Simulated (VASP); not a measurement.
# Au in VASP: a series of runs

The runs below take Au through single point, relaxation of cell and atoms, with PBE.

Everything below comes from runs of VASP 6.6.1. Logs are shortened: lines on timing, memory, paths and dates and some standing lists are left out, and cuts for length are marked.

**1. The cell of the first run**

It takes space group R-3m (No. 166, trigonal). The conventional cell has a = 4.679 Å, b = 4.679 Å, c = 2.842 Å, α = 90.00°, β = 90.00°, γ = 120.00°. Within 3.7 Å of Au (site symmetry -3m) lie 14 Au at 2.84 to 3.30 Å.

**2. Single point, PBE**

The input, INCAR:

```
SYSTEM = Au
ALGO     = Fast           ! electronic algorithm
EDIFF    = 1E-6           ! SCF threshold, eV
ENCUT    = 520            ! plane-wave cutoff, eV
GGA      = PE             ! functional
ISIF     = 2              ! what is computed and relaxed
ISMEAR   = 0              ! smearing method
LASPH    = .True.         ! aspherical terms in the spheres
LCHARG   = .False.        ! write CHGCAR
LREAL    = .False.        ! projectors in reciprocal space
LWAVE    = .False.        ! write WAVECAR
NBANDS   = 18             ! bands
NELM     = 60             ! most SCF steps
PREC     = Accurate       ! precision mode
SIGMA    = 0.1            ! smearing width, eV
```

The input, KPOINTS:

```
k-points
0
Gamma
  6 6 6
  0 0 0
```

The input, POSCAR:

```
Au
1.0
    2.3397086563      1.3508314208      1.8944123568
   -2.3397086563      1.3508314208      1.8944123568
    0.0000000000     -2.7016628469      1.8944123530
Au
2
Direct
    0.2500102363      0.2500102363      0.2500102363
    0.7499897637      0.7499897637      0.7499897637
```

Potentials or basis: VASP PAW PBE potentials, release 64 (Au).

The run is started by

```
$ cat potpaw_PBE.64/Au/POTCAR > POTCAR
$ mpirun -np 1 vasp_std > vasp.out
```

OUTCAR:

```text
SYSTEM = Au
   EDIFF = 1E-6
   ENCUT = 520
   GGA = PE
   ISIF = 2
   ISMEAR = 0
   LASPH = .True.
   LREAL = .False.
   NELM = 60
   PREC = Accurate

 ion  position               nearest neighbor table
   1  0.250  0.250  0.250-   2 2.84   2 2.84   2 2.86   2 2.86   2 2.86   2 2.86   2 2.86   2 2.86

   2  0.750  0.750  0.750-   1 2.84   1 2.84   1 2.86   1 2.86   1 2.86   1 2.86   1 2.86   1 2.86

  LATTYP: Found a trigonal (rhomboedric) cell.
 ALAT       =     3.2996636649
 COS(alpha) =    -0.0055744045

  Lattice vectors:

 A1 = (   2.3397086563,   1.3508314208,   1.8944123568)
 A2 = (  -2.3397086563,   1.3508314208,   1.8944123568)
 A3 = (   0.0000000000,  -2.7016628469,   1.8944123530)

Analysis of symmetry for initial positions (statically):
=====================================================================
 Subroutine PRICEL returns:
 Original cell was already a primitive cell.

 Routine SETGRP: Setting up the symmetry group for a
 trigonal (rhombohedral) supercell.

 Subroutine GETGRP returns: Found 12 space group operations
 (whereof 12 operations were pure point group operations)
 out of a pool of 12 trial point group operations.

The static configuration has the point symmetry D_3d.

Analysis of symmetry for dynamics (positions and initial velocities):
=====================================================================
 Subroutine PRICEL returns:
 Original cell was already a primitive cell.

 Routine SETGRP: Setting up the symmetry group for a
 trigonal (rhombohedral) supercell.

 Subroutine GETGRP returns: Found 12 space group operations
 (whereof 12 operations were pure point group operations)
 out of a pool of 12 trial point group operations.

The dynamic configuration has the point symmetry D_3d.

 Subroutine INISYM returns: Found 12 space group operations
 (whereof 12 operations are pure point group operations),
 and found     1 'primitive' translations

----------------------------------------------------------------------------------------

                                     Primitive cell

  volume of cell :      35.9243

  direct lattice vectors                    reciprocal lattice vectors
     2.339708656  1.350831421  1.894412357     0.213701821  0.123380804  0.175956060
    -2.339708656  1.350831421  1.894412357    -0.213701821  0.123380804  0.175956060
     0.000000000 -2.701662847  1.894412353     0.000000000 -0.246761608  0.175956059

  length of vectors
[... 77 lines left out ...]
   LNONCOLLINEAR =      F non collinear calculations
   LSORBIT =      F    spin-orbit coupling
   LASPH  =      T    aspherical Exc in radial PAW
   ENCUT  =  520.0 eV  38.22 Ry    6.18 a.u.   6.14  6.14  6.14*2*pi/ulx,y,z
   NELM   =     60;   NELMIN=  2; NELMDL= -5     # of ELM steps
   EDIFF  = 0.1E-05   stopping-criterion for ELM
   LREAL  =      F    real-space projection
   EDIFFG = 0.1E-04   stopping-criterion for IOM
   NSW    =      0    number of steps for IOM
   IBRION =     -1    ionic relax: 0-MD 1-quasi-New 2-CG
   NFREE  =      0    steps in history (QN), initial steepest desc. (CG)
   ISIF   =      2    stress and relaxation
   ISYM   =      2    0-nonsym 1-usesym 2-fastsym
   POTIM  = 0.5000    time-step for ionic-motion
   TEBEG  =    0.0;   TEEND  =   0.0 temperature during run
   PSTRESS=    0.0 pullay stress
   NELECT =      22.0000    total number of electrons
   NUPDOWN=      -1.0000    fix difference up-down
   EMIN   =  10.00;   EMAX   =-10.00  energy-range for DOS
   EFERMI =   0.00;   METHOD = LEGACY
   ISMEAR =     0;   SIGMA  =   0.10  broadening in eV -4-tet -1-fermi 0-gaus
   EFERMI_NEDOS =   21; number of points for ismear=-14 and -15
   IALGO  =     68    algorithm
   IMIX   =      4    mixing-type and parameters
     AMIX     =   0.40;   BMIX     =  1.00
     AMIX_MAG =   1.60;   BMIX_MAG =  1.00
  volume/ion in A,a.u.               =      17.96       121.21
  Fermi-wavevector in a.u.,A,eV,Ry     =   1.390228  2.627151 26.296456  1.932735
  Thomas-Fermi vector in A             =   2.514184
   LORBIT       =      0    0 simple, 1 ext, 2 COOP (PROOUT), +10 PAW based schemes
   GGA     = PE    functional components
   LHFCALC =     F    Hartree Fock is set to
   AEXX    =    0.0000 exact exchange contribution
   IVDW    =     0    specifies the selected vdW correction
   LEPSILON=     F    determine dielectric tensor
   LRPA    =     F    only Hartree local field effects (RPA)
 non-spin polarized calculation
 RMM-DIIS sequential band-by-band and
 Gauss-broadening in eV      SIGMA  =   0.10
  energy-cutoff  :      520.00
  volume of cell :       35.92
 maximum number of plane-waves:       978
 NGX is ok and might be reduce to    28

 number of electron      22.0000000 magnetization

 Free energy of the ion-electron system (eV)
  ---------------------------------------------------
  ext. energy  EPLUGINS =         0.00000000
  ---------------------------------------------------
  free energy    TOTEN  =        -6.40721093 eV

  energy without entropy =       -6.40053461  energy(sigma->0) =       -6.40387277

 E-fermi :   8.8669     XC(G=0): -12.4084

 val. band max:        8.8120412542   @ k =  -0.3333   0.3333   0.3333
 cond. band min:       8.9081608251   @ k =   0.3333   0.3333   0.3333
 fundamental gap:      0.0961195709
 Fermi energy:         8.8668559641

 k-point     1 :       0.0000    0.0000    0.0000
  band No.  band energies     occupation
      1      -0.6810      2.00000
      2       2.2425      2.00000
      3       2.2425      2.00000
      4       3.9543      2.00000
      5       4.0518      2.00000
      6       4.0518      2.00000
[... 481 lines left out ...]
      5       4.7883      2.00000
      6       4.8079      2.00000
[... 10 lines left out ...]
     17      22.2501      0.00000
     18      22.2898      0.00000

 [... further k-points ...]
[... 5 lines left out ...]
  --------------------------------------------------------------------------------------
  -------------------------------------------------------------------------------------
  Total       -0.0462773     -0.0462773     -0.0162030      0.0000000     -0.0000000      0.0000000
  in kB       -2.0639059     -2.0639059     -0.7226343      0.0000000     -0.0000000      0.0000000
  external PRESSURE =      -1.6168154 kB  Pullay stress =       0.0000000 kB

 VOLUME and BASIS-vectors are now :
 -----------------------------------------------------------------------------
  energy-cutoff  :      520.00
  volume of cell :       35.92
      direct lattice vectors                 reciprocal lattice vectors
     2.339708656  1.350831421  1.894412357     0.213701821  0.123380804  0.175956060
    -2.339708656  1.350831421  1.894412357    -0.213701821  0.123380804  0.175956060
     0.000000000 -2.701662847  1.894412353     0.000000000 -0.246761608  0.175956059

 POSITION                                       TOTAL-FORCE (eV/Angst)
 -----------------------------------------------------------------------------------
      0.00000     -0.00000      1.42087         0.000000      0.000000     -0.000655
      0.00000     -0.00000      4.26237         0.000000     -0.000000      0.000655
 -----------------------------------------------------------------------------------
    total drift:                                0.000000      0.000000     -0.000000

  FREE ENERGIE OF THE ION-ELECTRON SYSTEM (eV)
  ---------------------------------------------------
  free  energy   TOTEN  =        -6.4072109278 eV

  energy  without entropy=       -6.4005346117  energy(sigma->0) =       -6.40387277
```

OSZICAR:

```text
N       E                     dE             d eps       ncg     rms          rms(c)
DAV:   1     0.120402796930E+03    0.12040E+03   -0.11580E+04  1152   0.118E+03
DAV:   2    -0.506469872008E+01   -0.12547E+03   -0.12026E+03  1226   0.259E+02
DAV:   3    -0.695867543140E+01   -0.18940E+01   -0.18839E+01  1274   0.319E+01
DAV:   4    -0.696698229695E+01   -0.83069E-02   -0.83060E-02  1300   0.227E+00
DAV:   5    -0.696706041834E+01   -0.78121E-04   -0.78122E-04  1248   0.231E-01    0.109E+01
RMM:   6    -0.644293059634E+01    0.52413E+00   -0.95626E-01  1152   0.727E+00    0.710E+00
RMM:   7    -0.641101798404E+01    0.31913E-01   -0.11294E-01  1175   0.268E+00    0.359E+00
RMM:   8    -0.640740234420E+01    0.36156E-02   -0.10755E-02  1182   0.772E-01    0.552E-01
RMM:   9    -0.640719724084E+01    0.20510E-03   -0.13619E-03  1221   0.281E-01    0.146E-01
RMM:  10    -0.640721284067E+01   -0.15600E-04   -0.16519E-04  1217   0.865E-02    0.108E-01
RMM:  11    -0.640721072431E+01    0.21164E-05   -0.32186E-05  1221   0.385E-02    0.168E-02
RMM:  12    -0.640721092776E+01   -0.20344E-06   -0.34702E-06  1015   0.119E-02
   1 F= -.64072109E+01 E0= -.64038728E+01  d E =-.667632E-02
```

stdout:

```text
POSCAR found type information on POSCAR Au
 POSCAR found :  1 types and       2 ions
 scaLAPACK will be used
 LDA part: xc-table for (Slater+PW92), standard interpolation
 POSCAR, INCAR and KPOINTS ok, starting setup
 FFT: planning ... GRIDC
 FFT: planning ... GRID_SOFT
 FFT: planning ... GRID
 WAVECAR not read
 entering main loop
```

It took 8.2 s on 1 thread of Intel Xeon 6975P-C (Granite Rapids), shared host; peak memory 0.15 GiB.

Results:

* Free energy: -6.4072 eV
* Pressure: -0.2 GPa
* Band gap on the k mesh: zero (band 11 reaches 11.42 eV, above the bottom of band 12 at 6.72 eV)

Levels at points of the mesh, in eV from the Fermi level:
```csv
k point,band 9,band 10,band 11,band 12,band 13,band 14
"(0.00, 0.00, 0.00)",-2.04,-2.04,-1.97,5.99,6.03,6.03
"(0.50, 0.00, 0.00)",-3.54,-3.54,-2.15,-2.15,12.10,12.10
"(0.50, 0.50, 0.00)",-1.68,-1.65,-0.68,-0.61,2.96,3.09
"(0.50, 0.50, 0.50)",-2.85,-2.85,2.49,2.49,6.72,6.72
```

Caveat: spin-orbit coupling is left out, which moves the levels of the heavy elements.

**3. Single point, PBE**

This run uses another cell than the first one: it holds 1 atom, not 2.

The input, INCAR:

```
SYSTEM = Au
  PREC = Accurate
  ENCUT = 520
  EDIFF = 1E-6
  ISMEAR = 0
  SIGMA = 0.1
  LREAL = .False.
  LASPH = .True.
  NELM = 80
  ALGO = Normal
  ISIF = 2
  LWAVE = .False.
  LCHARG = .True.
  GGA = PE
  LELF = .True.
  LVHAR = .True.
  NBANDS = 12
```

The input, KPOINTS:

```
Automatic mesh
0
Gamma
  24 24 24
  0 0 0
```

The input, POSCAR:

```
Au
1.0
   -1.6514393348      1.6514393348      1.6514393348
    1.6514393348     -1.6514393348      1.6514393348
    1.6514393348      1.6514393348     -1.6514393348
Au
1
Direct
    0.0000000000      0.0000000000      0.0000000000
```

Potentials or basis: VASP PAW PBE potentials, release 64 (Au).

The run is started by

```
$ cat potpaw_PBE.64/Au/POTCAR > POTCAR
$ mpirun -np 1 vasp_std > vasp.out
```

Run time: 20 s. Hardware: 1 thread of Intel Xeon 6975P-C (Granite Rapids), shared host; peak memory 0.21 GiB.

The run converged. Its results:

* Free energy: -3.2019 eV
* Pressure: -0.2 GPa

Levels at points of the mesh, in eV from the Fermi level:
```csv
k point,band 1,band 2,band 3,band 4,band 5,band 6,band 7,band 8,band 9,band 10
"(0.00, 0.00, 0.00)",-9.30,-4.61,-4.61,-4.61,-2.84,-2.84,16.48,16.48,16.48,23.32
"(0.50, 0.00, 0.00)",-6.79,-5.60,-2.97,-2.66,-1.44,-0.42,3.23,12.32,13.51,21.02
"(0.50, 0.50, 0.50)",-6.38,-6.38,-1.79,-1.79,-1.79,6.23,6.23,6.23,9.06,15.40
```

Caveat: spin-orbit coupling is left out, which moves the levels of the heavy elements.

**4. Relaxation of cell and atoms, PBE**

This run uses another cell than the first one: it holds 1 atom, not 2.

The input, INCAR:

```
SYSTEM = Au
PREC     = Accurate       ! precision mode
ENCUT    = 600            ! plane-wave cutoff, eV
EDIFF    = 1E-7           ! SCF threshold, eV
ISMEAR   = 0              ! smearing method
SIGMA    = 0.1            ! smearing width, eV
LREAL    = .FALSE.        ! projectors in reciprocal space
LASPH    = .TRUE.         ! aspherical terms in the spheres
NELM     = 100            ! most SCF steps
ALGO     = Normal         ! electronic algorithm
ISIF     = 3              ! what is computed and relaxed
LWAVE    = .FALSE.        ! write WAVECAR
LCHARG   = .FALSE.        ! write CHGCAR
GGA      = PE             ! functional
IBRION   = 2              ! ionic algorithm
NSW      = 100            ! ionic steps
EDIFFG   = -0.01          ! ionic threshold
```

The input, KPOINTS:

```
regular mesh
0
G
  24 24 24
  0 0 0
```

The input, POSCAR:

```
Au
1.0
   -1.6498318325      1.6498318325      1.6498318325
    1.6498318325     -1.6498318325      1.6498318325
    1.6498318325      1.6498318325     -1.6498318325
Au
1
Direct
    0.0000000000      0.0000000000      0.0000000000
```

The run is started by

```
$ cat potpaw_PBE.64/Au/POTCAR > POTCAR
$ mpirun -np 1 vasp_std > vasp.out
```

Wall time 32 s (1 thread of Intel Xeon 6975P-C (Granite Rapids), shared host); peak memory 0.22 GiB.

The run converged. Its results:

| Item | Value |
| --- | --- |
| Free energy | -3.2019 eV |
| Relaxed volume | 17.99 Å³/atom |
| Relaxed cell | a = 2.859 Å, b = 2.859 Å, c = 2.859 Å, α = 109.47°, β = 109.47°, γ = 109.47° |
| Space group after relaxing (to 0.05 Å) | Im-3m (No. 229) |
| Energy gained by relaxing | 0.0 meV/atom |
| Ionic steps | 3 |
| Pressure after relaxing | 0.0 GPa |

Final structure:
```
Au
1.0
    -1.65078    1.65078    1.65078
     1.65078   -1.65078    1.65078
     1.65078    1.65078   -1.65078
Au
1
Direct
  0.00000 0.00000 0.00000
```

Levels at points of the mesh, in eV from the Fermi level:
| k point | band 3 | band 4 | band 5 | band 6 | band 7 | band 8 |
| --- | --- | --- | --- | --- | --- | --- |
| (0.00, 0.00, 0.00) | -4.61 | -4.61 | -2.84 | -2.84 | 16.48 | 16.48 |
| (0.50, 0.00, 0.00) | -2.98 | -2.66 | -1.44 | -0.42 | 3.24 | 12.32 |
| (0.50, 0.50, 0.50) | -1.78 | -1.78 | -1.78 | 6.23 | 6.23 | 6.23 |

Caveat: spin-orbit coupling is left out, which moves the levels of the heavy elements.

**5. Overview**

```csv
task,cell,k mesh,cutoff (eV),gap on the mesh (eV),pressure (GPa)
single point,"a = 3.300 Å, angles 90.3°, 2 atoms",6 × 6 × 6,520,none,-0.2
single point,"a = 2.860 Å, angles 109.5°, 1 atom",24 × 24 × 24,520,none,-0.2
relaxation of cell and atoms,"relaxed from a = 2.858 Å, angles 109.5°, 1 atom",24 × 24 × 24,600,none,0.0
```

Alike in all rows: level PBE; potentials or basis VASP PAW PBE potentials, release 64 (Au); no spin polarisation; smearing gaussian 0.1 eV.

Caveats: spin-orbit coupling is left out, which moves the levels of the heavy elements.

Total energies depend on the potentials used, so only differences within one code and one set of settings carry meaning.
